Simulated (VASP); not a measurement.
# C (P6/mmm) in VASP: a series of runs

C is run at these levels: PBE; tasks: single point, relaxation of cell and atoms.

Everything below comes from runs of VASP 6.6.1. Logs are shortened: lines on timing, memory, paths and dates and some standing lists are left out, and cuts for length are marked.

**1. The cell of the first run**

It takes space group P6/mmm (No. 191, hexagonal). Conventional cell: a = 5.003 Å, b = 5.003 Å, c = 1.267 Å, α = 90.00°, β = 90.00°, γ = 120.00°. Within 1.7 Å of C (site symmetry 6/mmm) lie 2 C at 1.27 Å. C (site symmetry -6m2) has 2 C at 1.27 Å within 1.7 Å.

**2. Single point, PBE**

Input file INCAR:

```
SYSTEM = C
PREC = Accurate
ENCUT = 520
EDIFF = 1E-7
ISMEAR = -1
SIGMA = 0.1
LREAL = .FALSE.
LASPH = .TRUE.
NELM = 100
ALGO = Normal
ISIF = 2
LWAVE = .FALSE.
LCHARG = .TRUE.
GGA = PE
LELF = .TRUE.
LVHAR = .TRUE.
NBANDS = 13
```

Input file KPOINTS:

```
Automatic mesh
0
G
  11 11 16
  0 0 0
```

Input file POSCAR:

```
C
1.0
    5.0028540323      0.0000000000      0.0000000000
   -2.5014270161      4.3325986834      0.0000000000
    0.0000000000      0.0000000000      1.2669240905
C
3
Direct
    0.0000000000      0.0000000000      0.0000000000
    0.3333333333      0.6666666667      0.5000000000
    0.6666666667      0.3333333333      0.5000000000
```

Potentials or basis: VASP PAW PBE potentials, release 64 (C).

Started as:

```sh
$ cat potpaw_PBE.64/C/POTCAR > POTCAR
$ mpirun -np 1 vasp_std > vasp.out
```

OUTCAR:

```text
SYSTEM = C
   PREC = Accurate
   ENCUT = 520
   EDIFF = 1E-7
   ISMEAR = -1
   LREAL = .FALSE.
   LASPH = .TRUE.
   NELM = 100
   ISIF = 2
   GGA = PE

 ion  position               nearest neighbor table
   1  0.000  0.000  0.000-
   2  0.333  0.667  0.500-
   3  0.667  0.333  0.500-

  LATTYP: Found a hexagonal cell.
 ALAT       =     5.0028540323
 C/A-ratio  =     0.2532402669

  Lattice vectors:

 A1 = (   5.0028540323,   0.0000000000,   0.0000000000)
 A2 = (  -2.5014270161,   4.3325986834,   0.0000000000)
 A3 = (   0.0000000000,   0.0000000000,   1.2669240905)

Analysis of symmetry for initial positions (statically):
=====================================================================
 Subroutine PRICEL returns:
 Original cell was already a primitive cell.

 Routine SETGRP: Setting up the symmetry group for a
 hexagonal supercell.

 Subroutine GETGRP returns: Found 24 space group operations
 (whereof 24 operations were pure point group operations)
 out of a pool of 24 trial point group operations.

The static configuration has the point symmetry D_6h.

Analysis of symmetry for dynamics (positions and initial velocities):
=====================================================================
 Subroutine PRICEL returns:
 Original cell was already a primitive cell.

 Routine SETGRP: Setting up the symmetry group for a
 hexagonal supercell.

 Subroutine GETGRP returns: Found 24 space group operations
 (whereof 24 operations were pure point group operations)
 out of a pool of 24 trial point group operations.

The dynamic configuration has the point symmetry D_6h.

 Subroutine INISYM returns: Found 24 space group operations
 (whereof 24 operations are pure point group operations),
 and found     1 'primitive' translations

----------------------------------------------------------------------------------------

                                     Primitive cell

  volume of cell :      27.4610

  direct lattice vectors                    reciprocal lattice vectors
     5.002854032  0.000000000  0.000000000     0.199885904  0.115404180  0.000000000
    -2.501427016  4.332598683  0.000000000     0.000000000  0.230808361  0.000000000
     0.000000000  0.000000000  1.266924091     0.000000000  0.000000000  0.789313273

  length of vectors
     5.002854032  5.002854032  1.266924091     0.230808361  0.230808361  0.789313273

  position of ions in fractional coordinates (direct lattice)
     0.000000000  0.000000000  0.000000000
     0.333333333  0.666666667  0.500000000
     0.666666667  0.333333333  0.500000000

  ion indices of the primitive-cell ions
[... 89 lines left out ...]
   EMIN   =  10.00;   EMAX   =-10.00  energy-range for DOS
   EFERMI =   0.00;   METHOD = LEGACY
   ISMEAR =    -1;   SIGMA  =   0.10  broadening in eV -4-tet -1-fermi 0-gaus
   EFERMI_NEDOS =   21; number of points for ismear=-14 and -15
   IALGO  =     38    algorithm
   IMIX   =      4    mixing-type and parameters
     AMIX     =   0.40;   BMIX     =  1.00
     AMIX_MAG =   1.60;   BMIX_MAG =  1.00
  volume/ion in A,a.u.               =       9.15        61.77
  Fermi-wavevector in a.u.,A,eV,Ry     =   1.242309  2.347624 20.998300  1.543332
  Thomas-Fermi vector in A             =   2.376669
   LORBIT       =      0    0 simple, 1 ext, 2 COOP (PROOUT), +10 PAW based schemes
   GGA     = PE    functional components
   LHFCALC =     F    Hartree Fock is set to
   AEXX    =    0.0000 exact exchange contribution
   IVDW    =     0    specifies the selected vdW correction
   LEPSILON=     F    determine dielectric tensor
   LRPA    =     F    only Hartree local field effects (RPA)
 non-spin polarized calculation
  energy-cutoff  :      520.00
  volume of cell :       27.46
 maximum number of plane-waves:       767
 NGX is ok and might be reduce to    40
   NGX = 19   NGY = 19   NGZ =  5

 number of electron      12.0000001 magnetization

 Free energy of the ion-electron system (eV)
  ---------------------------------------------------
  ext. energy  EPLUGINS =         0.00000000
  ---------------------------------------------------
  free energy    TOTEN  =       -24.12044202 eV

  energy without entropy =      -24.11167638  energy(sigma->0) =      -24.11605920

 E-fermi :   3.8510     XC(G=0): -10.5042

 val. band max:        3.8387159914   @ k =   0.1818   0.0909   0.2500
 cond. band min:       3.8819194357   @ k =   0.3636   0.0000   0.2500
 fundamental gap:      0.0432034444
 Fermi energy:         3.8509977810

 k-point     1 :       0.0000    0.0000    0.0000
  band No.  band energies     occupation
      1     -14.0064      2.00000
      2     -12.1664      2.00000
      3     -12.1663      2.00000
      4      -2.9714      2.00000
      5      -2.9714      2.00000
      6      -2.9714      2.00000
      7      -2.9714      2.00000
      8       0.4419      2.00000
      9       0.4419      2.00000
     10      11.6003      0.00000
     11      16.9105      0.00000
     12      16.9106      0.00000
     13      16.9108      0.00000
[... 354 lines left out ...]
  band No.  band energies     occupation
      1     -13.5489      2.00000
      2     -12.1821      2.00000
      3     -12.1201      2.00000
      4      -3.3846      2.00000
      5      -3.1403      2.00000
      6      -1.3754      2.00000
      7      -1.2482      2.00000
      8      -0.1530      2.00000
      9       0.5811      2.00000
     10      12.7961      0.00000
     11      14.7003      0.00000
     12      15.3656      0.00000
     13      17.7511      0.00000

 [... further k-points ...]

------------------------ aborting loop because EDIFF is reached ----------------------------------------

  FORCE on cell =-STRESS in cart. coord.  units (eV):
  Direction    XX          YY          ZZ          XY          YZ          ZX
  --------------------------------------------------------------------------------------
  -------------------------------------------------------------------------------------
  Total        3.5916607      3.5916607      3.4879743      0.0000000     -0.0000000      0.0000000
  in kB      209.5506404    209.5506404    203.5011980      0.0000000     -0.0000000      0.0000000
  external PRESSURE =     207.5341596 kB  Pullay stress =       0.0000000 kB

 VOLUME and BASIS-vectors are now :
 -----------------------------------------------------------------------------
  energy-cutoff  :      520.00
  volume of cell :       27.46
      direct lattice vectors                 reciprocal lattice vectors
     5.002854032  0.000000000  0.000000000     0.199885904  0.115404180  0.000000000
    -2.501427016  4.332598683  0.000000000     0.000000000  0.230808361  0.000000000
     0.000000000  0.000000000  1.266924091     0.000000000  0.000000000  0.789313273

 POSITION                                       TOTAL-FORCE (eV/Angst)
 -----------------------------------------------------------------------------------
      0.00000      0.00000      0.00000         0.000000      0.000000     -0.000000
     -0.00000      2.88840      0.63346        -0.000000      0.000000     -0.000000
      2.50143      1.44420      0.63346         0.000000     -0.000000      0.000000
 -----------------------------------------------------------------------------------
    total drift:                                0.000000     -0.000000     -0.000000

  FREE ENERGIE OF THE ION-ELECTRON SYSTEM (eV)
  ---------------------------------------------------
  free  energy   TOTEN  =       -24.1204420178 eV

  energy  without entropy=      -24.1116763801  energy(sigma->0) =      -24.11605920
```

It took 26 s on 1 thread of Intel Xeon Platinum 8488C (Sapphire Rapids), shared host; peak memory 0.16 GiB.

Results:

```yaml
Free_energy: -24.1204 eV
Pressure: 20.8 GPa
Band_gap_on_the_k_mesh: zero (band 6 reaches 13.65 eV, above the bottom of band 7 at -2.97 eV)
```

**3. Single point, PBE**

Input file INCAR:

```
ALGO = Normal
EDIFF = 1E-7
ENCUT = 520
GGA = PE
ISIF = 2
ISMEAR = -1
LASPH = True
LCHARG = False
LREAL = False
LWAVE = False
NBANDS = 13
NELM = 80
PREC = Accurate
SIGMA = 0.1
```

Input file KPOINTS:

```
k-points
0
Gamma
  11 11 16
```

Input file POSCAR:

```
C
1.0
    5.0026944753      0.0000000000      0.0000000000
   -2.5013472376      4.3324605030      0.0000000000
    0.0000000000      0.0000000000      1.2663682519
C
3
Direct
    0.0000000000      0.0000000000      0.0000000000
    0.3333333333      0.6666666667      0.5000000000
    0.6666666667      0.3333333333      0.5000000000
```

Potentials or basis: VASP PAW PBE potentials, release 64 (C).

Started as:

```sh
$ cat potpaw_PBE.64/C/POTCAR > POTCAR
$ mpirun -np 1 vasp_std > vasp.out
```

It took 24 s on 1 thread of Intel Xeon Platinum 8488C (Sapphire Rapids), shared host; peak memory 0.15 GiB.

It converged, with:

* Free energy: -24.1186 eV
* Pressure: 21.1 GPa
* Band gap on the k mesh: zero (band 6 reaches 13.68 eV, above the bottom of band 7 at -2.97 eV)

Stress tensor (GPa, compression positive):
```
20.95  0.00  0.00
 0.00 20.95  0.00
 0.00  0.00 21.37
```

Levels at points of the mesh, in eV from the Fermi level:
```csv
k point,band 4,band 5,band 6,band 7,band 8,band 9
"(0.00, 0.00, 0.00)",-6.83,-6.83,-6.83,-6.83,-3.41,-3.41
"(0.00, 0.00, 0.50)",7.99,8.83,9.82,10.76,10.76,11.24
```

**4. Relaxation of cell and atoms, PBE, target pressure 21 GPa, at which the enthalpy is minimised**

This run uses another cell than the first one, of 6.52 Å³/atom, 0.712 times its volume.

Input file INCAR:

```
SYSTEM = C
PREC = Accurate ; ENCUT = 600
EDIFF = 1E-6 ; ISMEAR = -1
SIGMA = 0.1 ; LREAL = .FALSE.
LASPH = .TRUE. ; NELM = 60
ALGO = Normal ; ISIF = 3
LWAVE = .FALSE. ; LCHARG = .FALSE.
GGA = PE ; IBRION = 2
NSW = 60 ; EDIFFG = -0.005
PSTRESS = 210.0
```

Input file KPOINTS:

```
Automatic mesh
0
G
  11 11 16
  0 0 0
```

Input file POSCAR:

```
C
1.0
    3.3152750384      0.0000000000      0.0000000000
   -1.6576375192      2.8711124038      0.0000000000
    0.0000000000      0.0000000000      2.0554705238
C
3
Direct
    0.0000000000      0.0000000000      0.0000000000
    0.3333333333      0.6666666667      0.5000000000
    0.6666666667      0.3333333333      0.5000000000
```

Started as:

```sh
$ cat potpaw_PBE.64/C/POTCAR > POTCAR
$ mpirun -np 1 vasp_std > vasp.out
```

It took 5.9 min on 1 thread of AMD EPYC 7R43 (Zen 3), shared host; peak memory 0.11 GiB.

It converged, with:

- Free energy: -23.2904 eV
- Relaxed volume: 8.26 Å³/atom
- Relaxed cell: a = 4.752 Å, b = 4.752 Å, c = 1.267 Å, α = 90.00°, β = 90.00°, γ = 120.00°
- Space group after relaxing (to 0.05 Å): P6/mmm (No. 191)
- Energy change on relaxing (the enthalpy is what falls): -2820.4 meV/atom
- Ionic steps: 28
- Pressure after relaxing: 21.0 GPa
- Band gap on the k mesh: zero (band 6 reaches 14.90 eV, above the bottom of band 7 at -2.30 eV)

Stress tensor (GPa, compression positive):
```
20.98  0.00  0.00
 0.00 20.98  0.00
 0.00  0.00 21.06
```

Step by step:
| step | energy change (eV) | largest force (eV/Å) | pressure (GPa) | volume (Å³) |
| --- | --- | --- | --- | --- |
| 1 | 0.0000 | 0.0000 | 2.28 | 19.57 |
| 2 | 0.1502 | 0.0000 | 30.22 | 17.48 |
| 3 | 0.1098 | 0.0000 | 25.41 | 17.76 |
| 4 | -0.0163 | 0.0000 | 32.55 | 17.32 |
| 5 | -0.2068 | 0.0000 | 42.43 | 16.69 |
| 6 | -0.6527 | 0.0000 | 83.07 | 15.23 |
| 7 | 12.0916 | 0.0000 | 847.27 | 11.51 |
| 8 | -0.7001 | 0.0000 | 88.31 | 15.09 |
| 9 | -0.9386 | 0.0000 | 260.52 | 13.43 |
| 10 | -0.9105 | 0.0000 | 134.87 | 14.40 |
| 11 | -1.1124 | 0.0000 | 183.47 | 13.92 |
| 12 | -1.1358 | 0.0000 | 225.73 | 13.63 |
| 13 | -1.5380 | 0.0000 | 207.63 | 13.90 |
| 14 | -2.5997 | 0.0000 | 159.88 | 14.74 |
| 15 | -4.2142 | 0.0000 | 88.45 | 16.51 |
| 16 | -5.9275 | 0.0000 | 1.59 | 20.45 |
| 17 | -7.1060 | 0.0000 | 11.26 | 21.23 |
| 18 | -7.9675 | 0.0000 | 35.31 | 22.24 |
| 19 | -8.0424 | 0.0000 | 45.47 | 22.56 |
| 20 | -8.0392 | 0.0000 | 44.18 | 22.52 |
| 21 | -8.2072 | 0.0000 | 34.99 | 23.25 |
| 22 | -8.4414 | 0.0000 | 19.84 | 24.63 |
| 23 | -8.4471 | 0.0000 | 19.37 | 24.67 |
| 24 | -8.4637 | 0.0000 | 20.50 | 24.79 |
| 25 | -8.4653 | 0.0000 | 20.63 | 24.80 |
| 26 | -8.4656 | 0.0000 | 20.65 | 24.80 |
| 27 | -8.4630 | 0.0000 | 20.87 | 24.78 |
| 28 | -8.4613 | 0.0000 | 21.01 | 24.77 |

Final structure:
```yaml
crystal:
  lattice:
    - [4.75179, 0.00000, 0.00000]
    - [-2.37589, 4.11517, 0.00000]
    - [0.00000, 0.00000, 1.26652]
  atoms:
    - { symbol: C, position: [0.00000, 0.00000, 0.00000] }
    - { symbol: C, position: [0.33333, 0.66667, 0.50000] }
    - { symbol: C, position: [0.66667, 0.33333, 0.50000] }
```

Levels at points of the mesh, in eV from the Fermi level:
| k point | band 4 | band 5 | band 6 | band 7 | band 8 | band 9 |
| --- | --- | --- | --- | --- | --- | --- |
| (0.00, 0.00, 0.00) | -7.26 | -7.26 | -7.25 | -7.25 | -2.87 | -2.87 |
| (0.00, 0.00, 0.50) | 7.48 | 8.60 | 9.95 | 10.45 | 10.45 | 11.09 |

Caveat: the cell is relaxed towards a set pressure, so the enthalpy falls and the energy may rise; the volume moved by over 15 % at a fixed basis, so the end points are rough.

**5. Relaxation of cell and atoms, PBE, target pressure 21 GPa, at which the enthalpy is minimised**

Input file INCAR:

```
SYSTEM = C
ALGO = Normal
EDIFF = 1E-6
EDIFFG = -0.005
ENCUT = 600
GGA = PE
IBRION = 2
ISIF = 3
ISMEAR = -1
LASPH = .True.
LCHARG = .False.
LREAL = .False.
LWAVE = .False.
NELM = 60
NSW = 32
PREC = Accurate
PSTRESS = 210.0
SIGMA = 0.1
```

Input file KPOINTS:

```
k-points
0
Gamma
  11 11 16
  0 0 0
```

Input file POSCAR:

```
C
1.0
    5.0028540323      0.0000000000      0.0000000000
   -2.5014270161      4.3325986834      0.0000000000
    0.0000000000      0.0000000000      1.2669240905
C
3
Direct
    0.0000000000      0.0000000000      0.0000000000
    0.3333333333      0.6666666667      0.5000000000
    0.6666666667      0.3333333333      0.5000000000
```

Started as:

```sh
$ cat potpaw_PBE.64/C/POTCAR > POTCAR
$ mpirun -np 1 vasp_std > vasp.out
```

Wall time 57 s (1 thread of AMD EPYC 7R43 (Zen 3), shared host); peak memory 0.12 GiB.

It converged, with:

| Item | Value |
| --- | --- |
| Free energy | -24.1182 eV |
| Relaxed volume | 9.13 Å³/atom |
| Relaxed cell | a = 4.999 Å, b = 4.999 Å, c = 1.266 Å, α = 90.00°, β = 90.00°, γ = 120.00° |
| Space group after relaxing (to 0.05 Å) | P6/mmm (No. 191) |
| Energy change on relaxing (the enthalpy is what falls) | +2.5 meV/atom |
| Ionic steps | 4 |
| Pressure after relaxing | 21.0 GPa |
| Band gap on the k mesh | zero (band 6 reaches 13.70 eV, above the bottom of band 7 at -2.97 eV) |

Stress tensor (GPa, compression positive):
```
20.92  0.00  0.00
 0.00 20.92  0.00
 0.00  0.00 21.03
```

The path:
| step | energy change (eV) | largest force (eV/Å) | pressure (GPa) | volume (Å³) |
| --- | --- | --- | --- | --- |
| 1 | 0.0000 | 0.0000 | 20.42 | 27.46 |
| 2 | 0.0186 | 0.0000 | 22.99 | 27.33 |
| 3 | 0.0030 | 0.0000 | 20.88 | 27.44 |
| 4 | 0.0075 | 0.0000 | 20.96 | 27.40 |

Final structure:
```yaml
crystal:
  lattice:
    - [4.99888, 0.00000, 0.00000]
    - [-2.49944, 4.32915, 0.00000]
    - [0.00000, 0.00000, 1.26625]
  atoms:
    - { symbol: C, position: [0.00000, 0.00000, 0.00000] }
    - { symbol: C, position: [0.33333, 0.66667, 0.50000] }
    - { symbol: C, position: [0.66667, 0.33333, 0.50000] }
```

Levels at points of the mesh, in eV from the Fermi level:
| k point | band 3 | band 4 | band 5 | band 6 | band 7 | band 8 | band 9 | band 10 |
| --- | --- | --- | --- | --- | --- | --- | --- | --- |
| (0.00, 0.00, 0.00) | -16.02 | -6.83 | -6.83 | -6.83 | -6.83 | -3.41 | -3.41 | 7.76 |
| (0.00, 0.00, 0.50) | -9.24 | 7.99 | 8.84 | 9.83 | 10.76 | 10.76 | 11.24 | 11.24 |

Caveat: the cell is relaxed towards a set pressure, so the enthalpy falls and the energy may rise.

**6. Overview**

```csv
task,cell,cutoff (eV),gap on the mesh (eV),pressure (GPa)
single point,"a = 5.003, b = 5.003, c = 1.267 Å, angles 90.0, 90.0, 120.0°, 3 atoms",520,none,20.8
single point,"a = 5.003, b = 5.003, c = 1.266 Å, angles 90.0, 90.0, 120.0°, 3 atoms",520,none,21.1
relaxation of cell and atoms,"relaxed to 21 GPa from a = 3.315, b = 3.315, c = 2.055 Å, angles 90.0, 90.0, 120.0°, 3 atoms",600,none,21.0
relaxation of cell and atoms,"relaxed to 21 GPa from a = 5.003, b = 5.003, c = 1.267 Å, angles 90.0, 90.0, 120.0°, 3 atoms",600,none,21.0
```

Alike in all rows: level PBE; potentials or basis VASP PAW PBE potentials, release 64 (C); no spin polarisation; k mesh 11 × 11 × 16; smearing fermi-dirac 0.1 eV.

Caveats: the cell is relaxed towards a set pressure, so the enthalpy falls and the energy may rise (some runs); the volume moved by over 15 % at a fixed basis, so the end points are rough (some runs).

Absolute energies hang on the potentials; compare differences alone.
